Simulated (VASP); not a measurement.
# SnSe (Fm-3m) in VASP: notebook

SnSe is run at these levels: PBEsol; tasks: single point.

Everything below comes from runs of VASP 6.6.1. Logs are shortened: lines on timing, memory, paths and dates and some standing lists are left out, and cuts for length are marked.

### 1 The cell of the first run

Symmetry: Fm-3m, No. 225, cubic system. The conventional cell has a = 5.939 Å, b = 5.939 Å, c = 5.939 Å, α = 90.00°, β = 90.00°, γ = 90.00°. Within 3.9 Å of Sn (site symmetry m-3m) lie 6 Se at 2.97 Å. Se (site symmetry m-3m) has 6 Sn at 2.97 Å within 3.9 Å.

### 2 Single point, PBEsol

File INCAR:

```
ALGO     = Normal         # electronic algorithm
EDIFF    = 1E-7           # SCF threshold, eV
ENCUT    = 520            # plane-wave cutoff, eV
GGA      = PS             # functional
ISIF     = 2              # what is computed and relaxed
ISMEAR   = 1              # smearing method
LASPH    = True           # aspherical terms in the spheres
LCHARG   = True           # write CHGCAR
LELF     = True           # ELF
LREAL    = False          # projectors in reciprocal space
LVHAR    = True         
LWAVE    = False          # write WAVECAR
NBANDS   = 17             # bands
NELM     = 100            # most SCF steps
PREC     = Accurate       # precision mode
SIGMA    = 0.1            # smearing width, eV
```

File KPOINTS:

```
k-points
0
Gamma
  6 6 6
```

File POSCAR:

```
SnSe
1.0
    0.0000000000      2.9693193375      2.9693193375
    2.9693193375      0.0000000000      2.9693193375
    2.9693193375      2.9693193375      0.0000000000
Sn Se
1 1
Direct
    0.0000000000      0.0000000000      0.0000000000
    0.5000000000      0.5000000000      0.5000000000
```

Potentials or basis: VASP PAW PBE potentials, release 64 (Sn_d, Se).

Run with:

```console
> cat potpaw_PBE.64/Sn_d/POTCAR potpaw_PBE.64/Se/POTCAR > POTCAR
> mpirun -np 1 vasp_std > vasp.out
```

OUTCAR:

```text
EDIFF = 1E-7
   ENCUT = 520
   GGA = PS
   ISIF = 2
   ISMEAR = 1
   LASPH = True
   LREAL = False
   NELM = 100
   PREC = Accurate

 ion  position               nearest neighbor table
   1  0.000  0.000  0.000-   2 2.97   2 2.97   2 2.97   2 2.97   2 2.97   2 2.97
   2  0.500  0.500  0.500-   1 2.97   1 2.97   1 2.97   1 2.97   1 2.97   1 2.97

  LATTYP: Found a face centered cubic cell.
 ALAT       =     5.9386386750

  Lattice vectors:

 A1 = (   0.0000000000,   2.9693193375,   2.9693193375)
 A2 = (   2.9693193375,   0.0000000000,   2.9693193375)
 A3 = (   2.9693193375,   2.9693193375,   0.0000000000)

Analysis of symmetry for initial positions (statically):
=====================================================================
 Subroutine PRICEL returns:
 Original cell was already a primitive cell.

 Routine SETGRP: Setting up the symmetry group for a
 face centered cubic supercell.

 Subroutine GETGRP returns: Found 48 space group operations
 (whereof 48 operations were pure point group operations)
 out of a pool of 48 trial point group operations.

The static configuration has the point symmetry O_h .

Analysis of symmetry for dynamics (positions and initial velocities):
=====================================================================
 Subroutine PRICEL returns:
 Original cell was already a primitive cell.

 Routine SETGRP: Setting up the symmetry group for a
 face centered cubic supercell.

 Subroutine GETGRP returns: Found 48 space group operations
 (whereof 48 operations were pure point group operations)
 out of a pool of 48 trial point group operations.

The dynamic configuration has the point symmetry O_h .

 Subroutine INISYM returns: Found 48 space group operations
 (whereof 48 operations are pure point group operations),
 and found     1 'primitive' translations

----------------------------------------------------------------------------------------

                                     Primitive cell

  volume of cell :      52.3601

  direct lattice vectors                    reciprocal lattice vectors
     0.000000000  2.969319337  2.969319337    -0.168388760  0.168388760  0.168388760
     2.969319337  0.000000000  2.969319337     0.168388760 -0.168388760  0.168388760
     2.969319337  2.969319337  0.000000000     0.168388760  0.168388760 -0.168388760

  length of vectors
     4.199251678  4.199251678  4.199251678     0.291657887  0.291657887  0.291657887

  position of ions in fractional coordinates (direct lattice)
     0.000000000  0.000000000  0.000000000
     0.500000000  0.500000000  0.500000000

  ion indices of the primitive-cell ions
   primitive index   ion index
                 1           1
                 2           2

----------------------------------------------------------------------------------------

 KPOINTS: k-points

Automatic generation of k-mesh.
 Grid dimensions read from file:
 generate k-points for:    6    6    6

 Generating k-lattice:

  Cartesian coordinates                     Fractional coordinates (reciprocal lattice)
    -0.028064793  0.028064793  0.028064793     0.166666667  0.000000000  0.000000000
     0.028064793 -0.028064793  0.028064793     0.000000000  0.166666667  0.000000000
     0.028064793  0.028064793 -0.028064793     0.000000000  0.000000000  0.166666667

  Length of vectors
     0.048609648  0.048609648  0.048609648

  Shift w.r.t. Gamma in fractional coordinates (k-lattice)
     0.000000000  0.000000000  0.000000000

 Subroutine IBZKPT returns following result:
 ===========================================

 Found     16 irreducible k-points:

 Following reciprocal coordinates:
            Coordinates               Weight
  0.000000  0.000000  0.000000      1.000000
  0.166667  0.000000  0.000000      8.000000
  0.333333  0.000000  0.000000      8.000000
  0.500000  0.000000  0.000000      4.000000
  0.166667  0.166667  0.000000      6.000000
  0.333333  0.166667  0.000000     24.000000
[... 8 lines left out ...]
 -0.333333  0.333333  0.166667     24.000000
 -0.333333  0.500000  0.166667     12.000000
   k-points           NKPTS =     16   k-points in BZ     NKDIM =     16   number of bands    NBANDS=     17
   number of dos      NEDOS =    301   number of ions     NIONS =      2
   total plane-waves  NPLWV =  32768
   dimension x,y,z NGX =    32 NGY =   32 NGZ =   32
   dimension x,y,z NGXF=    64 NGYF=   64 NGZF=   64
   ions per type =               1   1
   NGX,Y,Z   is equivalent  to a cutoff of  12.67, 12.67, 12.67 a.u.
   NGXF,Y,Z  is equivalent  to a cutoff of  25.34, 25.34, 25.34 a.u.
 SYSTEM =  unknown system
   PREC   = accura    normal or accurate (medium, high low for compatibility)
   ISTART =      0    job   : 0-new  1-cont  2-samecut
   ICHARG =      2    charge: 1-file 2-atom 10-const
   ISPIN  =      1    spin polarized calculation?
   LNONCOLLINEAR =      F non collinear calculations
   LSORBIT =      F    spin-orbit coupling
   LASPH  =      T    aspherical Exc in radial PAW
   ENCUT  =  520.0 eV  38.22 Ry    6.18 a.u.   7.81  7.81  7.81*2*pi/ulx,y,z
   NELM   =    100;   NELMIN=  2; NELMDL= -5     # of ELM steps
   EDIFF  = 0.1E-06   stopping-criterion for ELM
   LREAL  =      F    real-space projection
   EDIFFG = 0.1E-05   stopping-criterion for IOM
   NSW    =      0    number of steps for IOM
   IBRION =     -1    ionic relax: 0-MD 1-quasi-New 2-CG
   NFREE  =      0    steps in history (QN), initial steepest desc. (CG)
   ISIF   =      2    stress and relaxation
   ISYM   =      2    0-nonsym 1-usesym 2-fastsym
   POTIM  = 0.5000    time-step for ionic-motion
   TEBEG  =    0.0;   TEEND  =   0.0 temperature during run
   PSTRESS=    0.0 pullay stress
   NELECT =      20.0000    total number of electrons
   NUPDOWN=      -1.0000    fix difference up-down
   EMIN   =  10.00;   EMAX   =-10.00  energy-range for DOS
   EFERMI =   0.00;   METHOD = LEGACY
   ISMEAR =     1;   SIGMA  =   0.10  broadening in eV -4-tet -1-fermi 0-gaus
   EFERMI_NEDOS =   21; number of points for ismear=-14 and -15
   IALGO  =     38    algorithm
   IMIX   =      4    mixing-type and parameters
     AMIX     =   0.40;   BMIX     =  1.00
     AMIX_MAG =   1.60;   BMIX_MAG =  1.00
  volume/ion in A,a.u.               =      26.18       176.67
  Fermi-wavevector in a.u.,A,eV,Ry     =   1.187822  2.244658 19.196738  1.410920
  Thomas-Fermi vector in A             =   2.323965
   LORBIT       =      0    0 simple, 1 ext, 2 COOP (PROOUT), +10 PAW based schemes
   GGA     = PS    functional components
   LHFCALC =     F    Hartree Fock is set to
   AEXX    =    0.0000 exact exchange contribution
   IVDW    =     0    specifies the selected vdW correction
   LEPSILON=     F    determine dielectric tensor
   LRPA    =     F    only Hartree local field effects (RPA)
 non-spin polarized calculation
 Methfessel and Paxton  Order N= 1 SIGMA  =   0.10
  energy-cutoff  :      520.00
  volume of cell :       52.36
 maximum number of plane-waves:      1420
   NGX = 15   NGY = 15   NGZ = 15

 number of electron      20.0000006 magnetization

 Free energy of the ion-electron system (eV)
  ---------------------------------------------------
  ext. energy  EPLUGINS =         0.00000000
  ---------------------------------------------------
  free energy    TOTEN  =        -9.00879538 eV

  energy without entropy =       -9.00890327  energy(sigma->0) =       -9.00883134

 E-fermi :   5.8658     XC(G=0):  -9.9669

 val. band max:        5.7816106759   @ k =   0.5000   0.0000   0.0000
 cond. band min:       6.6121643295   @ k =   0.5000   0.0000   0.0000
 fundamental gap:      0.8305536536
 Fermi energy:         5.8657737951

 k-point     1 :       0.0000    0.0000    0.0000
  band No.  band energies     occupation
      1     -15.5874      2.00000
      2     -15.5874      2.00000
      3     -15.5858      2.00000
      4     -15.5858      2.00000
      5     -15.5858      2.00000
      6      -8.2757      2.00000
[... 9 lines left out ...]
     16      11.6533      0.00000
     17      13.8959      0.00000

 k-point     2 :       0.1667    0.0000    0.0000
  band No.  band energies     occupation
      1     -15.5897      2.00000
      2     -15.5897      2.00000
      3     -15.5850      2.00000
      4     -15.5821      2.00000
      5     -15.5821      2.00000
      6      -8.0689      2.00000
[... 9 lines left out ...]
     16      12.3097      0.00000
     17      15.8498      0.00000

 k-point     3 :       0.3333    0.0000    0.0000
  band No.  band energies     occupation
      1     -15.5947      2.00000
      2     -15.5947      2.00000
      3     -15.5837      2.00000
      4     -15.5742      2.00000
      5     -15.5742      2.00000
      6      -7.5681      2.00000
[... 9 lines left out ...]
     16      13.9939      0.00000
     17      17.9210      0.00000

 k-point     4 :       0.5000    0.0000    0.0000
  band No.  band energies     occupation
      1     -15.5972      2.00000
      2     -15.5972      2.00000
      3     -15.5831      2.00000
      4     -15.5703      2.00000
      5     -15.5703      2.00000
      6      -7.2466      2.00000
[... 9 lines left out ...]
     16      16.1253      0.00000
     17      16.1253      0.00000
[... 183 lines left out ...]
      1     -15.6066      2.00000
      2     -15.5876      2.00000
      3     -15.5854      2.00000
      4     -15.5722      2.00000
      5     -15.5701      2.00000
      6      -7.2108      2.00000
[... 9 lines left out ...]
     16      15.9006      0.00000
     17      16.4896      0.00000

 k-point    15 :      -0.3333    0.3333    0.1667
  band No.  band energies     occupation
      1     -15.6084      2.00000
      2     -15.5890      2.00000
      3     -15.5792      2.00000
      4     -15.5774      2.00000
      5     -15.5670      2.00000
      6      -6.9898      2.00000
[... 9 lines left out ...]
     16      17.3856      0.00000
     17      17.4256      0.00000

 k-point    16 :      -0.3333    0.5000    0.1667
  band No.  band energies     occupation
      1     -15.6160      2.00000
      2     -15.5867      2.00000
      3     -15.5838      2.00000
      4     -15.5719      2.00000
      5     -15.5643      2.00000
      6      -6.9035      2.00000
[... 9 lines left out ...]
     16      17.2584      0.00000
     17      18.7120      0.00000

------------------------ aborting loop because EDIFF is reached ----------------------------------------

  FORCE on cell =-STRESS in cart. coord.  units (eV):
  Direction    XX          YY          ZZ          XY          YZ          ZX
  --------------------------------------------------------------------------------------
  -------------------------------------------------------------------------------------
  Total       -0.0490337     -0.0490337     -0.0490337      0.0000000      0.0000000      0.0000000
  in kB       -1.5003913     -1.5003913     -1.5003913      0.0000000      0.0000000      0.0000000
  external PRESSURE =      -1.5003913 kB  Pullay stress =       0.0000000 kB

 VOLUME and BASIS-vectors are now :
 -----------------------------------------------------------------------------
  energy-cutoff  :      520.00
  volume of cell :       52.36
      direct lattice vectors                 reciprocal lattice vectors
     0.000000000  2.969319337  2.969319337    -0.168388760  0.168388760  0.168388760
     2.969319337  0.000000000  2.969319337     0.168388760 -0.168388760  0.168388760
     2.969319337  2.969319337  0.000000000     0.168388760  0.168388760 -0.168388760

 POSITION                                       TOTAL-FORCE (eV/Angst)
 -----------------------------------------------------------------------------------
      0.00000      0.00000      0.00000        -0.000000     -0.000000     -0.000000
      2.96932      2.96932      2.96932         0.000000      0.000000      0.000000
 -----------------------------------------------------------------------------------
    total drift:                                0.000000     -0.000000     -0.000000

  FREE ENERGIE OF THE ION-ELECTRON SYSTEM (eV)
  ---------------------------------------------------
  free  energy   TOTEN  =        -9.0087953753 eV

  energy  without entropy=       -9.0089032729  energy(sigma->0) =       -9.00883134
```

Wall time 7.9 s (1 thread of Intel Xeon Platinum 8559C (Emerald Rapids), shared host); peak memory 0.18 GiB.

What came out:

| Property | Result |
| --- | --- |
| Free energy | -9.0088 eV |
| Pressure | -0.2 GPa |
| Band gap on the k mesh | 0.83 eV, direct |

Levels at points of the mesh, in eV from the valence-band top:
| k point | band 6 | band 7 | band 8 | band 9 | band 10 | band 11 | band 12 | band 13 | band 14 | band 15 |
| --- | --- | --- | --- | --- | --- | --- | --- | --- | --- | --- |
| (0.00, 0.00, 0.00) | -14.06 | -4.86 | -2.19 | -2.19 | -2.19 | 4.56 | 4.56 | 4.56 | 5.87 | 5.87 |
| (0.50, 0.00, 0.00) | -13.03 | -8.18 | -1.94 | -1.94 | 0.00 | 0.83 | 1.30 | 1.30 | 8.35 | 10.33 |
| (0.50, 0.50, 0.00) | -12.71 | -5.93 | -5.68 | -3.73 | -3.73 | 2.90 | 5.67 | 5.67 | 6.30 | 10.70 |

Caveat: the PAW data sets were made with another functional, which shifts forces and pressure a little; spin-orbit coupling is left out, which moves the levels of the heavy elements. A k mesh can miss the band edges.

### 3 Single point, PBEsol

This run uses another cell than the first one, of 27.27 Å³/atom, 1.042 times its volume.

File INCAR:

```
ALGO = Normal
EDIFF = 1E-6
ENCUT = 520
GGA = PS
ISIF = 2
ISMEAR = 1
LASPH = T
LCHARG = T
LELF = T
LREAL = F
LVHAR = T
LWAVE = F
NBANDS = 17
NELM = 100
PREC = Accurate
SIGMA = 0.1
```

KPOINTS is that of step 2.

File POSCAR:

```
SnSe
1.0
    0.0000000000      3.0100000000      3.0100000000
    3.0100000000      0.0000000000      3.0100000000
    3.0100000000      3.0100000000      0.0000000000
Sn Se
1 1
Direct
    0.0000000000      0.0000000000      0.0000000000
    0.5000000000      0.5000000000      0.5000000000
```

Potentials or basis: VASP PAW PBE potentials, release 64 (Sn_d, Se).

Run with:

```console
> cat potpaw_PBE.64/Sn_d/POTCAR potpaw_PBE.64/Se/POTCAR > POTCAR
> mpirun -np 1 vasp_std > vasp.out
```

OUTCAR:

```text
EDIFF = 1E-6
   ENCUT = 520
   GGA = PS
   ISIF = 2
   ISMEAR = 1
   LASPH = T
   LREAL = F
   NELM = 100
   PREC = Accurate

 ion  position               nearest neighbor table
   1  0.000  0.000  0.000-   2 3.01   2 3.01   2 3.01   2 3.01   2 3.01   2 3.01
   2  0.500  0.500  0.500-   1 3.01   1 3.01   1 3.01   1 3.01   1 3.01   1 3.01

  LATTYP: Found a face centered cubic cell.
 ALAT       =     6.0200000000

  Lattice vectors:

[... 495 lines left out ...]

------------------------ aborting loop because EDIFF is reached ----------------------------------------

  FORCE on cell =-STRESS in cart. coord.  units (eV):
  Direction    XX          YY          ZZ          XY          YZ          ZX
  --------------------------------------------------------------------------------------
  -------------------------------------------------------------------------------------
  Total       -0.7667900     -0.7667900     -0.7667900      0.0000000      0.0000000     -0.0000000
  in kB      -22.5246229    -22.5246229    -22.5246229      0.0000000      0.0000000     -0.0000000
  external PRESSURE =     -22.5246229 kB  Pullay stress =       0.0000000 kB

 VOLUME and BASIS-vectors are now :
 -----------------------------------------------------------------------------
  energy-cutoff  :      520.00
  volume of cell :       54.54
      direct lattice vectors                 reciprocal lattice vectors
     0.000000000  3.010000000  3.010000000    -0.166112957  0.166112957  0.166112957
     3.010000000  0.000000000  3.010000000     0.166112957 -0.166112957  0.166112957
     3.010000000  3.010000000  0.000000000     0.166112957  0.166112957 -0.166112957

 POSITION                                       TOTAL-FORCE (eV/Angst)
 -----------------------------------------------------------------------------------
      0.00000      0.00000      0.00000        -0.000000      0.000000     -0.000000
      3.01000      3.01000      3.01000         0.000000     -0.000000      0.000000
 -----------------------------------------------------------------------------------
    total drift:                                0.000000     -0.000000     -0.000000

  FREE ENERGIE OF THE ION-ELECTRON SYSTEM (eV)
  ---------------------------------------------------
  free  energy   TOTEN  =        -8.9925885981 eV

  energy  without entropy=       -8.9926959672  energy(sigma->0) =       -8.99262439
```

stdout:

```text
POSCAR found type information on POSCAR SnSe
 POSCAR found :  2 types and       2 ions
 scaLAPACK will be used
 -----------------------------------------------------------------------------
|                                                                             |
|                                                                             |
|     You enforced a specific xc type in the INCAR file but a different       |
|     I HOPE YOU KNOW WHAT YOU ARE DOING!                                     |
|                                                                             |
 -----------------------------------------------------------------------------

 LDA part: xc-table for (Slater+PW92), standard interpolation
 POSCAR, INCAR and KPOINTS ok, starting setup
 FFT: planning ... GRIDC
 FFT: planning ... GRID_SOFT
 FFT: planning ... GRID
 WAVECAR not read
 entering main loop
```

Wall time 8.2 s (1 thread of Intel Xeon Platinum 8559C (Emerald Rapids), shared host); peak memory 0.18 GiB.

Results:

```
Free energy            : -8.9926 eV
Pressure               : -2.3 GPa
Band gap on the k mesh : 0.65 eV, direct
```

Caveat: the PAW data sets were made with another functional, which shifts forces and pressure a little; spin-orbit coupling is left out, which moves the levels of the heavy elements.

[end of part 1 of 2]
